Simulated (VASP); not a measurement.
# V (Fm-3m) in VASP: single point with PBE

Aim: the single point of V with PBE.

Program: VASP 6.6.1. These are calculated values, not measurements. Logs are shortened: lines on timing, memory, paths and dates and some standing lists are left out, and cuts for length are marked.

## (1) The cell of the first run

It takes space group Fm-3m (No. 225, cubic). Conventional cell: a = 3.685 Å, b = 3.685 Å, c = 3.685 Å, α = 90.00°, β = 90.00°, γ = 90.00°. Within 3.4 Å of V (site symmetry m-3m) lie 12 V at 2.61 Å.

## (2) Single point, PBE, collinear spin, zero start

INCAR reads:

```
SYSTEM = V
PREC = Accurate ; ENCUT = 500
EDIFF = 1E-6 ; ISMEAR = -1
SIGMA = 0.1 ; LREAL = .False.
LASPH = .True. ; NELM = 200
ALGO = Normal ; ISIF = 2
LWAVE = .False. ; LCHARG = .False.
ISPIN = 2 ; MAGMOM = 0
LORBIT = 11 ; LMAXMIX = 4
GGA = PE ; NBANDS = 16
GGA_COMPAT = .False.
```

KPOINTS reads:

```
regular mesh
0
Gamma
  8 8 8
  0 0 0
```

POSCAR reads:

```
V
1.0
    0.0000000000      1.8425000000      1.8425000000
    1.8425000000      0.0000000000      1.8425000000
    1.8425000000      1.8425000000      0.0000000000
V
1
Direct
    0.0000000000      0.0000000000      0.0000000000
```

Potentials or basis: VASP PAW PBE potentials, release 64 (V_sv).

Started as:

```
> cat potpaw_PBE.64/V_sv/POTCAR > POTCAR
> mpirun -np 1 vasp_std > vasp.out
```

OUTCAR:

```text
SYSTEM = V
   PREC = Accurate
   ENCUT = 500
   EDIFF = 1E-6
   ISMEAR = -1
   LREAL = .False.
   LASPH = .True.
   NELM = 200
   ISIF = 2
   ISPIN = 2
   LORBIT = 11
   GGA = PE

 ion  position               nearest neighbor table
   1  0.000  0.000  0.000-

  LATTYP: Found a face centered cubic cell.
 ALAT       =     3.6850000000

  Lattice vectors:

 A1 = (   0.0000000000,   1.8425000000,   1.8425000000)
 A2 = (   1.8425000000,   0.0000000000,   1.8425000000)
 A3 = (   1.8425000000,   1.8425000000,   0.0000000000)

Analysis of symmetry for initial positions (statically):
=====================================================================
 Subroutine PRICEL returns:
 Original cell was already a primitive cell.

 Routine SETGRP: Setting up the symmetry group for a
 face centered cubic supercell.

 Subroutine GETGRP returns: Found 48 space group operations
 (whereof 48 operations were pure point group operations)
 out of a pool of 48 trial point group operations.

The static configuration has the point symmetry O_h .

Analysis of symmetry for dynamics (positions and initial velocities):
=====================================================================
 Subroutine PRICEL returns:
 Original cell was already a primitive cell.

 Routine SETGRP: Setting up the symmetry group for a
 face centered cubic supercell.

 Subroutine GETGRP returns: Found 48 space group operations
 (whereof 48 operations were pure point group operations)
 out of a pool of 48 trial point group operations.

The dynamic configuration has the point symmetry O_h .

Analysis of structural, dynamic, and magnetic symmetry:
=====================================================================
 Subroutine PRICEL returns:
 Original cell was already a primitive cell.

 Routine SETGRP: Setting up the symmetry group for a
 face centered cubic supercell.

 Subroutine GETGRP returns: Found 48 space group operations
 (whereof 48 operations were pure point group operations)
 out of a pool of 48 trial point group operations.

The overall configuration has the point symmetry O_h .

 Subroutine INISYM returns: Found 48 space group operations
 (whereof 48 operations are pure point group operations),
 and found     1 'primitive' translations

----------------------------------------------------------------------------------------

                                     Primitive cell

  volume of cell :      12.5099

  direct lattice vectors                    reciprocal lattice vectors
     0.000000000  1.842500000  1.842500000    -0.271370421  0.271370421  0.271370421
     1.842500000  0.000000000  1.842500000     0.271370421 -0.271370421  0.271370421
[... 102 lines left out ...]
     AMIX     =   0.40;   BMIX     =  1.00
     AMIX_MAG =   1.60;   BMIX_MAG =  1.00
  volume/ion in A,a.u.               =      12.51        84.42
  Fermi-wavevector in a.u.,A,eV,Ry     =   1.658206  3.133555 37.411216  2.749647
  Thomas-Fermi vector in A             =   2.745827
   LORBIT       =     11    0 simple, 1 ext, 2 COOP (PROOUT), +10 PAW based schemes
   GGA     = PE    functional components
   LHFCALC =     F    Hartree Fock is set to
   AEXX    =    0.0000 exact exchange contribution
   IVDW    =     0    specifies the selected vdW correction
   LEPSILON=     F    determine dielectric tensor
   LRPA    =     F    only Hartree local field effects (RPA)
 spin polarized calculation
  energy-cutoff  :      500.00
  volume of cell :       12.51
 maximum number of plane-waves:       332
   NGX =  9   NGY =  9   NGZ =  9

 number of electron      12.9999991 magnetization      -0.0000006

 number of electron      12.9999991 magnetization       0.0000001

 Free energy of the ion-electron system (eV)
  ---------------------------------------------------
  ext. energy  EPLUGINS =         0.00000000
  ---------------------------------------------------
  free energy    TOTEN  =        -8.67314222 eV

  energy without entropy =       -8.61506135  energy(sigma->0) =       -8.64410179

 E-fermi :  11.0424     XC(G=0): -13.3114

 val. band max:       11.0202799467   @ k =   0.5000   0.0000   0.0000
 cond. band min:      11.0586588010   @ k =   0.3750   0.0000   0.0000
 fundamental gap:      0.0383788543
 Fermi energy:        11.0423844836

 spin component 1

 k-point     1 :       0.0000    0.0000    0.0000
  band No.  band energies     occupation
      1     -52.9631      1.00000
      2     -26.1397      1.00000
      3     -26.1397      1.00000
      4     -26.1397      1.00000
      5       3.9316      1.00000
      6      11.1694      0.21915
[... 435 lines left out ...]
      5       8.5607      1.00000
      6       9.4396      1.00000
[... 8 lines left out ...]
     15      39.0164      0.00000
     16      43.6184      0.00000

 [... further k-points ...]

 spin component 2

 k-point     1 :       0.0000    0.0000    0.0000
  band No.  band energies     occupation
      1     -52.9631      1.00000
      2     -26.1397      1.00000
      3     -26.1397      1.00000
      4     -26.1397      1.00000
      5       3.9316      1.00000
      6      11.1694      0.21915
[... 435 lines left out ...]
      5       8.5607      1.00000
      6       9.4396      1.00000
[... 8 lines left out ...]
     15      39.0164      0.00000
     16      43.6184      0.00000

 [... further k-points ...]

------------------------ aborting loop because EDIFF is reached ----------------------------------------

  FORCE on cell =-STRESS in cart. coord.  units (eV):
  Direction    XX          YY          ZZ          XY          YZ          ZX
  --------------------------------------------------------------------------------------
  -------------------------------------------------------------------------------------
  Total        1.8156391      1.8156391      1.8156391      0.0000000      0.0000000      0.0000000
  in kB      232.5346281    232.5346281    232.5346281      0.0000000      0.0000000      0.0000000
  external PRESSURE =     232.5346281 kB  Pullay stress =       0.0000000 kB

 VOLUME and BASIS-vectors are now :
 -----------------------------------------------------------------------------
  energy-cutoff  :      500.00
  volume of cell :       12.51
      direct lattice vectors                 reciprocal lattice vectors
     0.000000000  1.842500000  1.842500000    -0.271370421  0.271370421  0.271370421
     1.842500000  0.000000000  1.842500000     0.271370421 -0.271370421  0.271370421
     1.842500000  1.842500000  0.000000000     0.271370421  0.271370421 -0.271370421

 POSITION                                       TOTAL-FORCE (eV/Angst)
 -----------------------------------------------------------------------------------
      0.00000      0.00000      0.00000        -0.000000     -0.000000      0.000000
 -----------------------------------------------------------------------------------
    total drift:                                0.000000      0.000000      0.000000

  FREE ENERGIE OF THE ION-ELECTRON SYSTEM (eV)
  ---------------------------------------------------
  free  energy   TOTEN  =        -8.6731422237 eV

  energy  without entropy=       -8.6150613530  energy(sigma->0) =       -8.64410179

 total charge

# of ion       s       p       d       tot
------------------------------------------
    1        2.372   6.261   3.149  11.783

 magnetization (x)

# of ion       s       p       d       tot
------------------------------------------
    1        0.000   0.000   0.000   0.000
```

OSZICAR:

```text
N       E                     dE             d eps       ncg     rms          rms(c)
DAV:   1     0.858288592675E+02    0.85829E+02   -0.64365E+03  1904   0.881E+02
DAV:   2    -0.853514013410E+01   -0.94364E+02   -0.90594E+02  2064   0.263E+02
DAV:   3    -0.990849304226E+01   -0.13734E+01   -0.13717E+01  2088   0.345E+01
DAV:   4    -0.991336637255E+01   -0.48733E-02   -0.48733E-02  2216   0.216E+00
DAV:   5    -0.991340485020E+01   -0.38478E-04   -0.38478E-04  2104   0.179E-01    0.200E+01
DAV:   6    -0.870775681628E+01    0.12056E+01   -0.15503E+00  1888   0.204E+01    0.280E+00
DAV:   7    -0.868146091389E+01    0.26296E-01   -0.18713E-02  2064   0.152E+00    0.108E+00
DAV:   8    -0.867315407399E+01    0.83068E-02   -0.72246E-03  1920   0.104E+00    0.157E-01
DAV:   9    -0.867313786262E+01    0.16211E-04   -0.16848E-04  2216   0.198E-01    0.247E-02
DAV:  10    -0.867314092601E+01   -0.30634E-05   -0.12846E-05  1920   0.435E-02    0.421E-03
DAV:  11    -0.867314214476E+01   -0.12187E-05   -0.26993E-07  1400   0.657E-03    0.106E-03
DAV:  12    -0.867314222367E+01   -0.78917E-07   -0.17905E-08  1024   0.158E-03
   1 F= -.86731422E+01 E0= -.86441018E+01  d E =-.580809E-01  mag=    -0.0000
```

stdout:

```text
POSCAR found type information on POSCAR V
 POSCAR found :  1 types and       1 ions
 scaLAPACK will be used
 LDA part: xc-table for (Slater+PW92), standard interpolation
 POSCAR, INCAR and KPOINTS ok, starting setup
 FFT: planning ... GRIDC
 FFT: planning ... GRID_SOFT
 FFT: planning ... GRID
 WAVECAR not read
 entering main loop
```

Run time: 7.2 s. Hardware: 1 thread of Intel Xeon 6975P-C, shared host; peak memory 0.13 GiB.

Results:

```
Free energy                                           : -8.6731 eV
Pressure                                              : 23.3 GPa
Net moment                                            : 0.00 μB per cell
Valence electrons inside the program's atomic spheres : V 11.78
```

Caveat: the k points lie up to 0.37 Å⁻¹ apart.
